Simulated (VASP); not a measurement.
# ZnSe (F-43m) in VASP: notebook, part 2 of 2

VASP 6.6.1.

## 3. Single point, HSE06 (21.77 Å³/atom)

This run uses another cell than the first one, of 21.77 Å³/atom.

POSCAR

```
ZnSe
1.0
    0.0000000000      2.7924027558      2.7924027558
    2.7924027558      0.0000000000      2.7924027558
    2.7924027558      2.7924027558      0.0000000000
Zn Se
1 1
Direct
    0.0000000000      0.0000000000      0.0000000000
    0.2500000000      0.2500000000      0.2500000000
```

INCAR.step1

```
  ALGO = Normal
  EDIFF = 1E-5
  ENCUT = 520
  GGA = PE
  ISIF = 2
  ISMEAR = 0
  LASPH = True
  LREAL = False
  LWAVE = True
  NBANDS = 16
  NELM = 100
  PREC = Accurate
  SIGMA = 0.02
```

INCAR.step2

```
  ALGO = Normal
  EDIFF = 1E-6
  ENCUT = 520
  GGA = PE
  HFSCREEN = 0.2079
  ISIF = 2
  ISMEAR = 0
  ISTART = 1
  LASPH = True
  LCHARG = True
  LELF = True
  LHFCALC = True
  LREAL = False
  LVHAR = True
  LWAVE = False
  NBANDS = 16
  NELM = 100
  PREC = Accurate
  PRECFOCK = Normal
  SIGMA = 0.02
```

KPOINTS

```
k-points
0
Gamma
  6 6 6
```

Potentials or basis: VASP PAW PBE potentials, release 64 (Zn, Se).

The run is started by

```bash
> cat potpaw_PBE.64/Zn/POTCAR potpaw_PBE.64/Se/POTCAR > POTCAR
> cp INCAR.step1 INCAR
> mpirun -np 1 vasp_std > vasp.out
> cp INCAR.step2 INCAR
> mpirun -np 1 vasp_std > vasp.out
```

OUTCAR:

```text
EDIFF = 1E-6
   ENCUT = 520
   GGA = PE
   HFSCREEN = 0.2079
   ISIF = 2
   ISMEAR = 0
   ISTART = 1
   LASPH = True
   LHFCALC = True
   LREAL = False
   NELM = 100
   PREC = Accurate
   PRECFOCK = Normal

 ion  position               nearest neighbor table
   1  0.000  0.000  0.000-   2 2.42   2 2.42   2 2.42   2 2.42
   2  0.250  0.250  0.250-   1 2.42   1 2.42   1 2.42   1 2.42

  LATTYP: Found a face centered cubic cell.
 ALAT       =     5.5848055116

  Lattice vectors:

 A1 = (   0.0000000000,   2.7924027558,   2.7924027558)
 A2 = (   2.7924027558,   0.0000000000,   2.7924027558)
 A3 = (   2.7924027558,   2.7924027558,   0.0000000000)

Analysis of symmetry for initial positions (statically):
=====================================================================
 Subroutine PRICEL returns:
 Original cell was already a primitive cell.

 Routine SETGRP: Setting up the symmetry group for a
 face centered cubic supercell.

 Subroutine GETGRP returns: Found 24 space group operations
 (whereof 24 operations were pure point group operations)
 out of a pool of 48 trial point group operations.

The static configuration has the point symmetry T_d .

Analysis of symmetry for dynamics (positions and initial velocities):
=====================================================================
 Subroutine PRICEL returns:
 Original cell was already a primitive cell.

 Routine SETGRP: Setting up the symmetry group for a
 face centered cubic supercell.

 Subroutine GETGRP returns: Found 24 space group operations
 (whereof 24 operations were pure point group operations)
 out of a pool of 48 trial point group operations.

The dynamic configuration has the point symmetry T_d .

 Subroutine INISYM returns: Found 24 space group operations
 (whereof 24 operations are pure point group operations),
 and found     1 'primitive' translations

----------------------------------------------------------------------------------------

                                     Primitive cell

  volume of cell :      43.5476

  direct lattice vectors                    reciprocal lattice vectors
     0.000000000  2.792402756  2.792402756    -0.179057265  0.179057265  0.179057265
     2.792402756  0.000000000  2.792402756     0.179057265 -0.179057265  0.179057265
     2.792402756  2.792402756  0.000000000     0.179057265  0.179057265 -0.179057265

  length of vectors
     3.949053849  3.949053849  3.949053849     0.310136280  0.310136280  0.310136280

  position of ions in fractional coordinates (direct lattice)
     0.000000000  0.000000000  0.000000000
     0.250000000  0.250000000  0.250000000

  ion indices of the primitive-cell ions
   primitive index   ion index
                 1           1
                 2           2

----------------------------------------------------------------------------------------

 KPOINTS: k-points

Automatic generation of k-mesh.
 Grid dimensions read from file:
 generate k-points for:    6    6    6
[... 22 lines left out ...]
  0.166667  0.000000  0.000000      8.000000
  0.333333  0.000000  0.000000      8.000000
  0.500000  0.000000  0.000000      4.000000
  0.166667  0.166667  0.000000      6.000000
  0.333333  0.166667  0.000000     24.000000
[... 8 lines left out ...]
 -0.333333  0.333333  0.166667     24.000000
 -0.333333  0.500000  0.166667     12.000000
   k-points           NKPTS =     16   k-points in BZ     NKDIM =    216   number of bands    NBANDS=     16
   number of dos      NEDOS =    301   number of ions     NIONS =      2
   total plane-waves  NPLWV =  27000
   dimension x,y,z NGX =    30 NGY =   30 NGZ =   30
   dimension x,y,z NGXF=    60 NGYF=   60 NGZF=   60
   ions per type =               1   1
   NGX,Y,Z   is equivalent  to a cutoff of  12.63, 12.63, 12.63 a.u.
   NGXF,Y,Z  is equivalent  to a cutoff of  25.26, 25.26, 25.26 a.u.
 SYSTEM =  unknown system
   PREC   = accura    normal or accurate (medium, high low for compatibility)
   ISTART =      1    job   : 0-new  1-cont  2-samecut
   ICHARG =      0    charge: 1-file 2-atom 10-const
   ISPIN  =      1    spin polarized calculation?
   LNONCOLLINEAR =      F non collinear calculations
   LSORBIT =      F    spin-orbit coupling
   LASPH  =      T    aspherical Exc in radial PAW
   ENCUT  =  520.0 eV  38.22 Ry    6.18 a.u.   7.34  7.34  7.34*2*pi/ulx,y,z
   NELM   =    100;   NELMIN=  2; NELMDL=  0     # of ELM steps
   EDIFF  = 0.1E-05   stopping-criterion for ELM
   LREAL  =      F    real-space projection
   EDIFFG = 0.1E-04   stopping-criterion for IOM
   NSW    =      0    number of steps for IOM
   IBRION =     -1    ionic relax: 0-MD 1-quasi-New 2-CG
   NFREE  =      0    steps in history (QN), initial steepest desc. (CG)
   ISIF   =      2    stress and relaxation
   ISYM   =      3    0-nonsym 1-usesym 2-fastsym
   POTIM  = 0.5000    time-step for ionic-motion
   TEBEG  =    0.0;   TEEND  =   0.0 temperature during run
   PSTRESS=    0.0 pullay stress
   NELECT =      18.0000    total number of electrons
   NUPDOWN=      -1.0000    fix difference up-down
   EMIN   =  10.00;   EMAX   =-10.00  energy-range for DOS
   EFERMI =   0.00;   METHOD = LEGACY
   ISMEAR =     0;   SIGMA  =   0.02  broadening in eV -4-tet -1-fermi 0-gaus
   EFERMI_NEDOS =   21; number of points for ismear=-14 and -15
   IALGO  =     38    algorithm
   IMIX   =      1    mixing-type and parameters
     AMIX     =   0.40;   BMIX     =  1.00
     AMIX_MAG =   1.60;   BMIX_MAG =  1.00
  volume/ion in A,a.u.               =      21.77       146.94
  Fermi-wavevector in a.u.,A,eV,Ry     =   1.219488  2.304499 20.233925  1.487152
  Thomas-Fermi vector in A             =   2.354739
   LORBIT       =      0    0 simple, 1 ext, 2 COOP (PROOUT), +10 PAW based schemes
   GGA     = PE    functional components
   LHFCALC =     T    Hartree Fock is set to
   PRECFOCK=normal    Normal, Fast or Accurate (Low or Medium for compatibility)
   ENCUT4O =  -1.0   cutoff for four orbital integrals eV
   NKREDX  =     1    reduce k-point grid by
   NKREDY  =     1    reduce k-point grid by
   NKREDZ  =     1    reduce k-point grid by
   AEXX    =    0.2500 exact exchange contribution
   HFSCREEN=    0.2079 screening length (either q_TF or 0.3 A-1)
   HFSCREENC=   0.2079 screening length for correlation (either q_TF or 0.3 A-1)
   ENCUTFOCK=  -1.0 apply spherical cutoff to Coloumb kernel
   IVDW    =     0    specifies the selected vdW correction
   LEPSILON=     F    determine dielectric tensor
   LRPA    =     F    only Hartree local field effects (RPA)
 non-spin polarized calculation
 Gauss-broadening in eV      SIGMA  =   0.02
  energy-cutoff  :      520.00
  volume of cell :       43.55
 maximum number of plane-waves:      1211
 NGX is ok and might be reduce to    30
  NGX = 24; NGY = 24; NGZ = 24

 number of electron      17.9999984 magnetization

 Free energy of the ion-electron system (eV)
  ---------------------------------------------------
  ext. energy  EPLUGINS =         0.00000000
  ---------------------------------------------------
  free energy    TOTEN  =        -7.39183311 eV

  energy without entropy =       -7.39183311  energy(sigma->0) =       -7.39183311

 E-fermi :   1.5184     XC(G=0):  -7.8957

 val. band max:        1.3417787952   @ k =   0.0000   0.0000   0.0000
 cond. band min:       3.9496465921   @ k =   0.0000   0.0000   0.0000
 fundamental gap:      2.6078677969
 Fermi energy:         1.5183613527

 k-point     1 :       0.0000    0.0000    0.0000
  band No.  band energies     occupation
      1     -13.3445      2.00000
      2      -6.9813      2.00000
      3      -6.9813      2.00000
      4      -6.9813      2.00000
      5      -6.6132      2.00000
      6      -6.6132      2.00000
[... 281 lines left out ...]
      3      -6.7746      2.00000
      4      -6.6881      2.00000
      5      -6.5974      2.00000
      6      -6.2625      2.00000
[... 8 lines left out ...]
     15      16.8580      0.00000
     16      17.1569      0.00000

------------------------ aborting loop because EDIFF is reached ----------------------------------------

  FORCE on cell =-STRESS in cart. coord.  units (eV):
  Direction    XX          YY          ZZ          XY          YZ          ZX
  --------------------------------------------------------------------------------------
  -------------------------------------------------------------------------------------
  Total        1.1999788      1.1999788      1.1999788      0.0000000      0.0000000      0.0000000
  in kB       44.1489099     44.1489099     44.1489099      0.0000000      0.0000000      0.0000000
  external PRESSURE =      44.1489099 kB  Pullay stress =       0.0000000 kB

 VOLUME and BASIS-vectors are now :
 -----------------------------------------------------------------------------
  energy-cutoff  :      520.00
  volume of cell :       43.55
      direct lattice vectors                 reciprocal lattice vectors
     0.000000000  2.792402756  2.792402756    -0.179057265  0.179057265  0.179057265
     2.792402756  0.000000000  2.792402756     0.179057265 -0.179057265  0.179057265
     2.792402756  2.792402756  0.000000000     0.179057265  0.179057265 -0.179057265

 POSITION                                       TOTAL-FORCE (eV/Angst)
 -----------------------------------------------------------------------------------
      0.00000      0.00000      0.00000         0.000000      0.000000      0.000000
      1.39620      1.39620      1.39620        -0.000000     -0.000000     -0.000000
 -----------------------------------------------------------------------------------
    total drift:                                0.000096      0.000068      0.000047

  FREE ENERGIE OF THE ION-ELECTRON SYSTEM (eV)
  ---------------------------------------------------
  free  energy   TOTEN  =        -7.3918331089 eV

  energy  without entropy=       -7.3918331089  energy(sigma->0) =       -7.39183311
```

Wall time 60 min (1 thread of AMD EPYC 7R13 (Zen 3), shared host); peak memory 0.26 GiB.

Results:

| Item | Value |
| --- | --- |
| Free energy | -7.3918 eV |
| Pressure | 4.4 GPa |
| Band gap on the k mesh | 2.61 eV |

Levels at points of the mesh, in eV from the valence-band top:
| k point | band 5 | band 6 | band 7 | band 8 | band 9 | band 10 | band 11 | band 12 | band 13 | band 14 |
| --- | --- | --- | --- | --- | --- | --- | --- | --- | --- | --- |
| (0.00, 0.00, 0.00) | -7.96 | -7.96 | 0.00 | 0.00 | 0.00 | 2.61 | 6.94 | 6.94 | 6.94 | 11.49 |
| (0.50, 0.00, 0.00) | -7.94 | -7.75 | -5.85 | -0.98 | -0.98 | 3.74 | 7.49 | 7.49 | 9.86 | 12.60 |
| (0.50, 0.50, 0.00) | -7.91 | -7.70 | -5.37 | -2.48 | -2.48 | 3.75 | 4.49 | 12.54 | 13.14 | 13.14 |

Caveat: the cell stands under pressure; the PAW data sets were made with another functional, which shifts forces and pressure a little.
